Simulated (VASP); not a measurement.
Here is a VASP 6.6.1 calculation.

Contents of POSCAR:

```
Si
1.0
    2.6205428149      0.0000000000      0.0000000000
   -1.3102714075      2.6098751468      0.0000000000
    0.0000000000      0.0000000000      2.4663543900
Si
1
Direct
    0.0000000000      0.0000000000      0.0000000000
```

INCAR.step1

```
SYSTEM = Si
PREC = Accurate ; ENCUT = 520
ISMEAR = 0 ; SIGMA = 0.15
LREAL = .False. ; LASPH = .True.
NELM = 80 ; NBANDS = 8
GGA = PE ; ALGO = Normal
EDIFF = 1E-4 ; LWAVE = .True.
LCHARG = .False.
```

The input INCAR.step2:

```
SYSTEM = Si
PREC = Accurate ; ENCUT = 520
EDIFF = 1E-6 ; ISMEAR = 0
SIGMA = 0.15 ; LREAL = .False.
LASPH = .True. ; NELM = 80
ALGO = Normal ; ISIF = 2
LWAVE = .False. ; LCHARG = .False.
METAGGA = R2SCAN ; LMIXTAU = .True.
NBANDS = 8 ; ISTART = 1
```

Contents of KPOINTS:

```
regular mesh
0
Gamma
  24 24 20
  0 0 0
```

Potentials or basis: VASP PAW PBE potentials, release 64 (Si).

The run is started by

```sh
$ cat potpaw_PBE.64/Si/POTCAR > POTCAR
$ cp INCAR.step1 INCAR
$ mpirun -np 1 vasp_std > vasp.out
$ cp INCAR.step2 INCAR
$ mpirun -np 1 vasp_std > vasp.out
```

Question: What does it give for the band gap on the k mesh?

Answer: Zero (bands 2 and 3 overlap by 10.24 eV).

Question: Estimate the pressure.

Answer: -8.0 GPa.

Stress tensor (GPa, compression positive):
```
 -8.74   0.00   0.00
  0.00 -12.41   0.00
  0.00   0.00  -3.00
```

Caveat: the cell differs from its parent crystal (strain +0.1500 x Voigt [0, 1, 0, 0, 0, 0]); the stress differs along the axes, from -12 to -3 GPa; the PAW data sets were made with another functional, which shifts forces and pressure a little.
